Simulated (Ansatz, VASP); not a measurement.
Given: the input of a run of VASP 6.6.1 on Bi.

Contents of INCAR:

```
ALGO = Fast
EDIFF = 1E-6
ENCUT = 520
GGA = PS
ISIF = 2
ISMEAR = -1
LASPH = True
LCHARG = False
LREAL = False
LWAVE = False
NBANDS = 38
NELM = 80
PREC = Accurate
SIGMA = 0.05
```

File KPOINTS:

```
k-points
0
Gamma
  6 6 4
```

The input POSCAR:

```
Bi
1.0
    4.6271467306      0.0000000000      0.0000000000
    0.0000000000      4.4960092178      0.0000000000
   -0.3436514168      0.0000000000      6.4682424009
Bi
4
Direct
    0.2513749200      0.2500000000      0.7487333800
    0.7486250800      0.7500000000      0.2512666200
    0.2498876900      0.2500000000      0.2488803300
    0.7501123100      0.7500000000      0.7511196700
```

Potentials or basis: VASP PAW PBE potentials, release 64 (Bi_d).

Launch:

```console
$ cat potpaw_PBE.64/Bi_d/POTCAR > POTCAR
$ mpirun -np 1 vasp_std > vasp.out
```

Question: Set up the same calculation for Ansatz 0.2.0. Potentials there: Ansatz PAW.

Answer: As run (the cutoff follows the program's own potentials):

input.yaml

```yaml
crystal:
  lattice:
    - [4.6271467306, 0.0, 0.0]
    - [0.0, 4.4960092178, 0.0]
    - [-0.3436514168, 0.0, 6.4682424009]
  atoms:
    - { symbol: Bi, position: [0.25137492, 0.25, 0.74873338] }
    - { symbol: Bi, position: [0.74862508, 0.75, 0.25126662] }
    - { symbol: Bi, position: [0.24988769, 0.25, 0.24888033] }
    - { symbol: Bi, position: [0.75011231, 0.75, 0.75111967] }
hamiltonian:
  xc: pbesol
  pseudopotentials: { kind: paw }
kpoints:
  mp_grid: { grid: [6, 6, 4] }
scf:
  occupations: { method: fermi_dirac, width: 0.05 }
output:
  forces: true
  stress: true
  eigenvalues: true
```

Potentials or basis: Ansatz PAW.

Command:

```sh
$ ansatz run input.yaml --threads 1 --pin off --max-ram 3584MiB --backend cpu --events-out ev --progress --plain --runs-dir out
```

Both were run:

|  | VASP | Ansatz | Ansatz less VASP |
| --- | --- | --- | --- |
| gap on the k mesh at the Fermi level (eV) | none | none | - |
| pressure (GPa) | -0.6 | -0.4 | +0.24 |
| traceless stress, the component that is largest in VASP (GPa) | 0.89 | 0.89 | 0.000 |

VASP's potentials were made for PBE, not for PBEsol. A gap of «none» marks a metal or a gap that the smearing closes.

Spin-orbit coupling is off throughout.
